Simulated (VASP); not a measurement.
Here is a VASP 6.6.1 calculation.

File POSCAR:

```
HfO2
1.0
    5.2672807987      0.0000000000      0.0049017969
    0.0000000000      5.3368501517      0.0000000000
   -0.9009311049      0.0000000000      5.3789469241
Hf O
4 8
Direct
    0.2718274704      0.4508322620      0.7123341846
    0.7281725296      0.9508322620      0.7876658154
    0.7281725296      0.5491677380      0.2876658154
    0.2718274704      0.0491677380      0.2123341846
    0.4602856423      0.7408097487      0.9602415381
    0.5397143577      0.2408097487      0.5397584619
    0.5397143577      0.2591902513      0.0397584619
    0.4602856423      0.7591902513      0.4602415381
    0.0629476923      0.3220700462      0.3586844101
    0.9370523077      0.8220700462      0.1413155899
    0.9370523077      0.6779299538      0.6413155899
    0.0629476923      0.1779299538      0.8586844101
```

File INCAR.step1:

```
ALGO = Normal
EDIFF = 1E-4
ENCUT = 520
GGA = PE
ISMEAR = 0
LASPH = T
LCHARG = F
LREAL = F
LWAVE = T
NBANDS = 56
NELM = 100
PREC = Accurate
SIGMA = 0.01
```

The input INCAR.step2:

```
ALGO = Normal
EDIFF = 1E-6
ENCUT = 520
ISIF = 2
ISMEAR = 0
ISTART = 1
LASPH = T
LCHARG = F
LMIXTAU = T
LREAL = F
LWAVE = F
METAGGA = R2SCAN
NBANDS = 56
NELM = 100
PREC = Accurate
SIGMA = 0.01
```

The input KPOINTS:

```
k-points
0
Gamma
  6 6 6
```

Potentials or basis: VASP PAW PBE potentials, release 64 (Hf_pv, O).

Command:

```bash
$ cat potpaw_PBE.64/Hf_pv/POTCAR potpaw_PBE.64/O/POTCAR > POTCAR
$ cp INCAR.step1 INCAR
$ mpirun -np 1 vasp_std > vasp.out
$ cp INCAR.step2 INCAR
$ mpirun -np 1 vasp_std > vasp.out
```

(1) What does it give for the pressure?

(2) Predict the largest force.

## Answers

(1) -18.1 GPa.

(2) 0.106 eV/Å.

Caveat: the cell differs from its parent crystal (strain +3.0%); the cell stands under tension; the PAW data sets were made with another functional, which shifts forces and pressure a little.
